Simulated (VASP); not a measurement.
# SnSe (C2) in VASP: single point with PBE

Aim: the single point of SnSe with PBE.

All numbers are computed with VASP 6.6.1; they aren't measurements. Logs are shortened: lines on timing, memory, paths and dates and some standing lists are left out, and cuts for length are marked.

## Step 1: The cell of the first run

Symmetry: C2, No. 5, monoclinic system. Conventional cell: a = 12.153 Å, b = 4.479 Å, c = 4.421 Å, α = 90.00°, β = 90.76°, γ = 90.00°. Within 4.0 Å of Sn (site symmetry 1) lie 7 Se at 2.90 to 3.92 Å and 2 Sn at 3.59 to 3.71 Å. Within 4.2 Å of Se (site symmetry 1) lie 7 Sn at 2.90 to 3.92 Å and 6 Se at 4.05 to 4.14 Å.

## Step 2: Single point, PBE (strained and its atoms moved)

Contents of INCAR:

```
SYSTEM = SnSe
PREC = Accurate
ENCUT = 520
EDIFF = 1E-6
ISMEAR = 0
SIGMA = 0.02
LREAL = .False.
LASPH = .True.
NELM = 60
ALGO = Normal
ISIF = 2
LWAVE = .False.
LCHARG = .True.
GGA = PE
LELF = .True.
LVHAR = .True.
NBANDS = 28
```

Contents of KPOINTS:

```
Automatic mesh
0
Gamma
  8 8 6
  0 0 0
```

Contents of POSCAR:

```
SnSe
1.0
    2.2397130500     -6.0761240250     -0.0401481500
    2.2397130500      6.0761240250      0.0401481500
    0.0000000000      0.0296214800      4.4205956800
Sn Se
2 2
Direct
    0.8743513063      0.1132151760      0.2339742689
    0.1132151760      0.8743513063      0.7660257311
    0.6480706094      0.3643629082      0.2459863492
    0.3643629082      0.6480706094      0.7540136508
```

Potentials or basis: VASP PAW PBE potentials, release 64 (Sn_d, Se).

Started as:

```console
cat potpaw_PBE.64/Sn_d/POTCAR potpaw_PBE.64/Se/POTCAR > POTCAR
mpirun -np 1 vasp_std > vasp.out
```

OUTCAR:

```text
SYSTEM = SnSe
   PREC = Accurate
   ENCUT = 520
   EDIFF = 1E-6
   ISMEAR = 0
   LREAL = .False.
   LASPH = .True.
   NELM = 60
   ISIF = 2
   GGA = PE

 ion  position               nearest neighbor table
   1  0.874  0.113  0.234-   3 2.90   4 3.05   4 3.14   4 3.19   4 3.26   2 3.59   2 3.71
   2  0.113  0.874  0.766-   4 2.90   3 3.05   3 3.14   3 3.19   3 3.26   1 3.59   1 3.71
   3  0.648  0.364  0.246-   1 2.90   2 3.05   2 3.14   2 3.19   2 3.26
   4  0.364  0.648  0.754-   2 2.90   1 3.05   1 3.14   1 3.19   1 3.26

  LATTYP: Found a base centered monoclinic cell.
 ALAT       =    12.1525133271
 B/A-ratio  =     0.3686007972
 C/A-ratio  =     0.3637679551
 COS(beta)  =    -0.0133077264

  Lattice vectors:

 A1 = (  -2.2397130500,  -6.0761240250,  -0.0401481500)
 A2 = (   2.2397130500,  -6.0761240250,  -0.0401481500)
 A3 = (   0.0000000000,   0.0296214800,   4.4205956800)

Analysis of symmetry for initial positions (statically):
=====================================================================
 Subroutine PRICEL returns:
 Original cell was already a primitive cell.

 Routine SETGRP: Setting up the symmetry group for a
 base centered monoclinic supercell.

 Subroutine GETGRP returns: Found  2 space group operations
 (whereof  2 operations were pure point group operations)
 out of a pool of  4 trial point group operations.

The static configuration has the point symmetry C_2 .

Analysis of symmetry for dynamics (positions and initial velocities):
=====================================================================
 Subroutine PRICEL returns:
 Original cell was already a primitive cell.

 Routine SETGRP: Setting up the symmetry group for a
 base centered monoclinic supercell.

 Subroutine GETGRP returns: Found  2 space group operations
 (whereof  2 operations were pure point group operations)
 out of a pool of  4 trial point group operations.

The dynamic configuration has the point symmetry C_2 .

 Subroutine INISYM returns: Found  2 space group operations
 (whereof  2 operations are pure point group operations),
 and found     1 'primitive' translations

----------------------------------------------------------------------------------------

                                     Primitive cell

  volume of cell :     120.3125

  direct lattice vectors                    reciprocal lattice vectors
     2.239713050 -6.076124025 -0.040148150     0.223242884 -0.082292945  0.000551428
     2.239713050  6.076124025  0.040148150     0.223242884  0.082292945 -0.000551428
     0.000000000  0.029621480  4.420595680     0.000000000 -0.001494780  0.226223873

  length of vectors
     6.475894501  6.475894501  4.420694923     0.237928178  0.237928178  0.226228812

  position of ions in fractional coordinates (direct lattice)
     0.874351306  0.113215176  0.233974269
     0.113215176  0.874351306  0.766025731
     0.648070609  0.364362908  0.245986349
     0.364362908  0.648070609  0.754013651

  ion indices of the primitive-cell ions
   primitive index   ion index
                 1           1
                 2           2
                 3           3
                 4           4

----------------------------------------------------------------------------------------

 KPOINTS: Automatic mesh

Automatic generation of k-mesh.
 Grid dimensions read from file:
 generate k-points for:    8    8    6

 Generating k-lattice:

  Cartesian coordinates                     Fractional coordinates (reciprocal lattice)
     0.027905360 -0.010286618  0.000068928     0.125000000 -0.000000000 -0.000000000
     0.027905360  0.010286618 -0.000068928    -0.000000000  0.125000000  0.000000000
     0.000000000 -0.000249130  0.037703979    -0.000000000  0.000000000  0.166666667

  Length of vectors
     0.029741022  0.029741022  0.037704802

  Shift w.r.t. Gamma in fractional coordinates (k-lattice)
     0.000000000  0.000000000  0.000000000

 Subroutine IBZKPT returns following result:
 ===========================================

 Found    114 irreducible k-points:

 Following reciprocal coordinates:
            Coordinates               Weight
  0.000000  0.000000  0.000000      1.000000
  0.125000 -0.000000  0.000000      4.000000
  0.250000 -0.000000  0.000000      4.000000
  0.375000 -0.000000  0.000000      4.000000
  0.500000 -0.000000  0.000000      2.000000
  0.125000  0.125000  0.000000      2.000000
[... 16 lines left out ...]
  0.125000 -0.000000  0.166667      4.000000
  0.250000  0.000000  0.166667      4.000000
 [... further k-points ...]
   k-points           NKPTS =    114   k-points in BZ     NKDIM =    114   number of bands    NBANDS=     28
   number of dos      NEDOS =    301   number of ions     NIONS =      4
   total plane-waves  NPLWV =  82944
   dimension x,y,z NGX =    48 NGY =   48 NGZ =   36
   dimension x,y,z NGXF=    96 NGYF=   96 NGZF=   72
   ions per type =               2   2
   NGX,Y,Z   is equivalent  to a cutoff of  12.32, 12.32, 13.54 a.u.
   NGXF,Y,Z  is equivalent  to a cutoff of  24.64, 24.64, 27.08 a.u.
 SYSTEM =  SnSe
   PREC   = accura    normal or accurate (medium, high low for compatibility)
   ISTART =      0    job   : 0-new  1-cont  2-samecut
   ICHARG =      2    charge: 1-file 2-atom 10-const
   ISPIN  =      1    spin polarized calculation?
   LNONCOLLINEAR =      F non collinear calculations
   LSORBIT =      F    spin-orbit coupling
   LASPH  =      T    aspherical Exc in radial PAW
   ENCUT  =  520.0 eV  38.22 Ry    6.18 a.u.  12.04 12.04  8.22*2*pi/ulx,y,z
   NELM   =     60;   NELMIN=  2; NELMDL= -5     # of ELM steps
   EDIFF  = 0.1E-05   stopping-criterion for ELM
   LREAL  =      F    real-space projection
   EDIFFG = 0.1E-04   stopping-criterion for IOM
   NSW    =      0    number of steps for IOM
   IBRION =     -1    ionic relax: 0-MD 1-quasi-New 2-CG
   NFREE  =      0    steps in history (QN), initial steepest desc. (CG)
   ISIF   =      2    stress and relaxation
   ISYM   =      2    0-nonsym 1-usesym 2-fastsym
   POTIM  = 0.5000    time-step for ionic-motion
   TEBEG  =    0.0;   TEEND  =   0.0 temperature during run
   PSTRESS=    0.0 pullay stress
   NELECT =      40.0000    total number of electrons
   NUPDOWN=      -1.0000    fix difference up-down
   EMIN   =  10.00;   EMAX   =-10.00  energy-range for DOS
   EFERMI =   0.00;   METHOD = LEGACY
   ISMEAR =     0;   SIGMA  =   0.02  broadening in eV -4-tet -1-fermi 0-gaus
   EFERMI_NEDOS =   21; number of points for ismear=-14 and -15
   IALGO  =     38    algorithm
   IMIX   =      4    mixing-type and parameters
     AMIX     =   0.40;   BMIX     =  1.00
     AMIX_MAG =   1.60;   BMIX_MAG =  1.00
  volume/ion in A,a.u.               =      30.08       202.98
  Fermi-wavevector in a.u.,A,eV,Ry     =   1.134117  2.143171 17.500113  1.286222
  Thomas-Fermi vector in A             =   2.270821
   LORBIT       =      0    0 simple, 1 ext, 2 COOP (PROOUT), +10 PAW based schemes
   GGA     = PE    functional components
   LHFCALC =     F    Hartree Fock is set to
   AEXX    =    0.0000 exact exchange contribution
   IVDW    =     0    specifies the selected vdW correction
   LEPSILON=     F    determine dielectric tensor
   LRPA    =     F    only Hartree local field effects (RPA)
 non-spin polarized calculation
 Gauss-broadening in eV      SIGMA  =   0.02
  energy-cutoff  :      520.00
  volume of cell :      120.31
 maximum number of plane-waves:      3264
   NGX = 25   NGY = 25   NGZ = 17

 number of electron      40.0000001 magnetization

 Free energy of the ion-electron system (eV)
  ---------------------------------------------------
  ext. energy  EPLUGINS =         0.00000000
  ---------------------------------------------------
  free energy    TOTEN  =       -16.15797091 eV

  energy without entropy =      -16.15797091  energy(sigma->0) =      -16.15797091

 E-fermi :   4.1800     XC(G=0):  -9.1966

 val. band max:        4.0465615201   @ k =   0.5000   0.5000   0.3333
 cond. band min:       4.4657621743   @ k =   0.5000   0.5000   0.3333
 fundamental gap:      0.4192006542
 Fermi energy:         4.1799717054

 k-point     1 :       0.0000    0.0000    0.0000
  band No.  band energies     occupation
      1     -17.2654      2.00000
      2     -17.2635      2.00000
      3     -17.2544      2.00000
      4     -17.2497      2.00000
      5     -17.2486      2.00000
      6     -17.2260      2.00000
[... 20 lines left out ...]
     27       9.2090      0.00000
     28      10.4721      0.00000

 k-point     2 :       0.1250   -0.0000    0.0000
  band No.  band energies     occupation
      1     -17.2647      2.00000
      2     -17.2628      2.00000
      3     -17.2551      2.00000
      4     -17.2501      2.00000
      5     -17.2483      2.00000
      6     -17.2254      2.00000
[... 20 lines left out ...]
     27       9.4606      0.00000
     28      10.5681      0.00000

 k-point     3 :       0.2500   -0.0000    0.0000
  band No.  band energies     occupation
      1     -17.2629      2.00000
      2     -17.2613      2.00000
      3     -17.2565      2.00000
      4     -17.2512      2.00000
      5     -17.2474      2.00000
      6     -17.2269      2.00000
[... 20 lines left out ...]
     27      10.0856      0.00000
     28      10.9904      0.00000

 k-point     4 :       0.3750   -0.0000    0.0000
  band No.  band energies     occupation
      1     -17.2612      2.00000
      2     -17.2599      2.00000
      3     -17.2579      2.00000
      4     -17.2523      2.00000
      5     -17.2465      2.00000
      6     -17.2285      2.00000
[... 20 lines left out ...]
     27      11.3135      0.00000
     28      11.4937      0.00000

 k-point     5 :       0.5000   -0.0000    0.0000
  band No.  band energies     occupation
      1     -17.2606      2.00000
      2     -17.2594      2.00000
      3     -17.2582      2.00000
      4     -17.2527      2.00000
      5     -17.2461      2.00000
      6     -17.2291      2.00000
[... 20 lines left out ...]
     27      11.7175      0.00000
     28      12.4353      0.00000

 k-point     6 :       0.1250    0.1250    0.0000
  band No.  band energies     occupation
      1     -17.2628      2.00000
      2     -17.2615      2.00000
      3     -17.2564      2.00000
      4     -17.2512      2.00000
      5     -17.2479      2.00000
      6     -17.2258      2.00000
[... 463 lines left out ...]
      5     -17.2453      2.00000
      6     -17.2298      2.00000
[... 20 lines left out ...]
     27       9.5715      0.00000
     28      10.8067      0.00000

 k-point    22 :       0.0000    0.0000    0.1667
  band No.  band energies     occupation
      1     -17.2644      2.00000
      2     -17.2614      2.00000
      3     -17.2554      2.00000
      4     -17.2514      2.00000
      5     -17.2475      2.00000
      6     -17.2237      2.00000
[... 20 lines left out ...]
     27       9.0392      0.00000
     28      11.0717      0.00000

 k-point    23 :       0.1250   -0.0000    0.1667
  band No.  band energies     occupation
      1     -17.2636      2.00000
      2     -17.2608      2.00000
      3     -17.2560      2.00000
      4     -17.2520      2.00000
      5     -17.2472      2.00000
      6     -17.2245      2.00000
[... 20 lines left out ...]
     27       9.4940      0.00000
     28      11.1736      0.00000

 k-point    24 :       0.2500    0.0000    0.1667
  band No.  band energies     occupation
      1     -17.2620      2.00000
      2     -17.2594      2.00000
      3     -17.2574      2.00000
      4     -17.2532      2.00000
      5     -17.2466      2.00000
      6     -17.2262      2.00000
[... 20 lines left out ...]
     27      10.2875      0.00000
     28      11.1874      0.00000

 [... further k-points ...]
[... 5 lines left out ...]
  --------------------------------------------------------------------------------------
  -------------------------------------------------------------------------------------
  Total       -3.6381304     -3.4806682     -2.8824074      0.0000000     -0.0752755      0.0000000
  in kB      -48.4482701    -46.3513768    -38.3844552      0.0000000     -1.0024295      0.0000000
  external PRESSURE =     -44.3947007 kB  Pullay stress =       0.0000000 kB

 VOLUME and BASIS-vectors are now :
 -----------------------------------------------------------------------------
  energy-cutoff  :      520.00
  volume of cell :      120.31
      direct lattice vectors                 reciprocal lattice vectors
     2.239713050 -6.076124025 -0.040148150     0.223242884 -0.082292945  0.000551428
     2.239713050  6.076124025  0.040148150     0.223242884  0.082292945 -0.000551428
     0.000000000  0.029621480  4.420595680     0.000000000 -0.001494780  0.226223873

 POSITION                                       TOTAL-FORCE (eV/Angst)
 -----------------------------------------------------------------------------------
      2.21187     -4.61783      1.00375        -0.066859      0.718756     -0.038765
      2.21187      4.64745      3.41685        -0.066859     -0.718756      0.038765
      2.26756     -1.71656      1.07602         0.066859     -0.428231     -0.075319
      2.26756      1.74618      3.34458         0.066859      0.428231      0.075319
 -----------------------------------------------------------------------------------
    total drift:                               -0.000359      0.000000      0.000000

  FREE ENERGIE OF THE ION-ELECTRON SYSTEM (eV)
  ---------------------------------------------------
  free  energy   TOTEN  =       -16.1579709086 eV

  energy  without entropy=      -16.1579709086  energy(sigma->0) =      -16.15797091
```

Run time: 2.8 min. Hardware: 1 thread of Intel Xeon 6975P-C (Granite Rapids), shared host; peak memory 0.5 GiB.

What came out:

```yaml
Free_energy: -16.1580 eV
Pressure: -4.4 GPa
Largest_force: 0.723 eV/Å
Band_gap_on_the_k_mesh: 0.42 eV
```

Forces in eV/Å, atoms in the order of the input:
```
Sn  -0.067  0.719 -0.039
Sn  -0.067 -0.719  0.039
Se   0.067 -0.428 -0.075
Se   0.067  0.428  0.075
```

Caveat: the cell differs from its parent crystal (strained and its atoms moved); the cell stands under tension; spin-orbit coupling is left out, which moves the levels of the heavy elements. A k mesh can miss the band edges.
